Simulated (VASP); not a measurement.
Input of a VASP 6.6.1 run:

INCAR

```
SYSTEM = H4C
PREC     = Accurate       ! precision mode
ENCUT    = 520            ! plane-wave cutoff, eV
EDIFF    = 1E-6           ! SCF threshold, eV
ISMEAR   = -1             ! smearing method
SIGMA    = 0.05           ! smearing width, eV
LREAL    = Auto         
LASPH    = .TRUE.         ! aspherical terms in the spheres
NELM     = 120            ! most SCF steps
ALGO     = Normal         ! electronic algorithm
ISIF     = 2              ! what is computed and relaxed
LWAVE    = .FALSE.        ! write WAVECAR
LCHARG   = .FALSE.        ! write CHGCAR
GGA      = PE             ! functional
IVDW     = 12             ! dispersion correction
NBANDS   = 58             ! bands
GGA_COMPAT= .FALSE.
```

The input KPOINTS:

```
Automatic mesh
0
G
  1 1 1
  0 0 0
```

Contents of POSCAR:

```
H4C
1.0
    7.6834750000      0.0000000000      0.0000000000
    0.0000000000      7.6834750000      0.0000000000
    0.0000000000      0.0000000000      7.6834750000
C H
8 32
Direct
    0.7021692659      0.6269949469      0.9881206095
    0.0823195234      0.5499204462      0.8647649664
    0.3597200485      0.3016213367      0.1031954942
    0.4442390975      0.8865910281      0.2439781479
    0.5390529676      0.1596933679      0.6188215619
    0.8708169155      0.8525829784      0.5189448785
    0.9175535809      0.0718945529      0.9678303112
    0.0830483603      0.2993176915      0.4473366543
    0.6554065706      0.4921471079      1.0028144817
    0.5992731154      0.7002560690      1.0505272679
    0.7384939757      0.6575800663      0.8534679946
    0.8245487881      0.6332681502      1.0553818422
    0.0955557219      0.6851457186      0.9176577005
    0.0120127937      0.4579178041      0.9510280179
    0.2105037109      0.4874356980      0.8390734661
    0.0205896421      0.5419032404      0.7349929557
    0.4043743228      0.3140115638      0.2379652436
    0.2483121244      0.2170632429      0.1126964036
    0.4502389869      0.2387201104      0.0147459320
    0.3269874634      0.4300007484      0.0643068403
    0.4162960119      0.9707066139      0.3521063061
    0.5786053836      0.9002437048      0.2213842044
    0.3816242000      0.9352929501      0.1248653767
    0.4072376106      0.7580294073      0.2722856520
    0.6622264015      0.1714849075      0.5505842083
    0.4436534250      0.2397482910      0.5452871259
    0.5792561309      0.1942480453      0.7570923313
    0.4954659187      0.0194833718      0.6100234594
    0.8548215488      0.9859471138      0.5431526751
    0.8064840453      0.7800116484      0.6193291447
    1.0105974185      0.8248221020      0.5364629936
    0.8183146298      0.8184187493      0.3879754929
    0.9693400447     -0.0258086348      1.0638155262
    0.8254468193     -0.0034880051      0.8933848291
    1.0215039419      0.1173687687      0.8868513270
    0.8679015680      0.1799576364      1.0460371121
    0.1494896515      0.4241049785      0.4607810919
   -0.0291795054      0.3057470741      0.5292396995
    0.1726562525      0.1938575970      0.4900647168
    0.0338258405      0.2801206485      0.3165494779
```

Potentials or basis: VASP PAW PBE potentials, release 64 (C, H).

Run with:

```console
$ cat potpaw_PBE.64/C/POTCAR potpaw_PBE.64/H/POTCAR > POTCAR
$ mpirun -np 1 vasp_gam > vasp.out
```

Task: Estimate the band gap on the k mesh.

Result: 6.89 eV.

Task: What does it give for the pressure?

Result: 1.0 GPa.

Task: Predict the largest force.

Result: 1.962 eV/Å.

Forces on the atoms (eV/Å):
```
C   -0.213 -1.059 -0.061
C    0.594 -0.776 -0.531
C    0.245 -0.634  0.933
C   -0.732  1.429 -0.661
C    0.249 -0.689  0.488
C    0.746 -1.227 -0.851
C    0.465 -1.062  1.582
C    0.661 -0.208  0.159
H    0.261 -0.050 -0.460
H    0.108  0.681 -0.304
H   -0.719  0.059  0.015
H    0.326  0.285  0.806
H   -0.132 -0.854 -0.365
H    0.218  0.594 -0.122
H   -0.235  0.549  0.298
H   -0.197  0.529  0.401
H    0.578 -0.232 -0.060
H   -0.714 -0.098 -0.201
H    0.462  0.115  0.030
H   -0.362  0.824 -0.590
H   -0.477  0.392  0.430
H    1.596 -0.160 -0.156
H   -0.246 -0.138  0.213
H   -0.330 -1.503  0.268
H    0.230 -0.149 -0.471
H    0.259  0.052  0.923
H   -1.085 -0.009 -1.054
H    0.377  0.938  0.279
H   -0.324  1.593  0.204
H   -0.612 -0.407  0.418
H   -0.123 -0.115 -0.477
H    0.456  0.047  0.604
H    0.028  0.596 -0.441
H   -0.686  0.259 -0.334
H    0.614  0.210 -0.518
H   -0.453 -0.014 -0.255
H    0.162  0.138 -0.228
H   -0.697 -0.134  0.795
H   -0.523  0.323 -0.296
H    0.224 -0.097 -0.408
```

Caveat: the k points lie up to 0.82 Å⁻¹ apart.
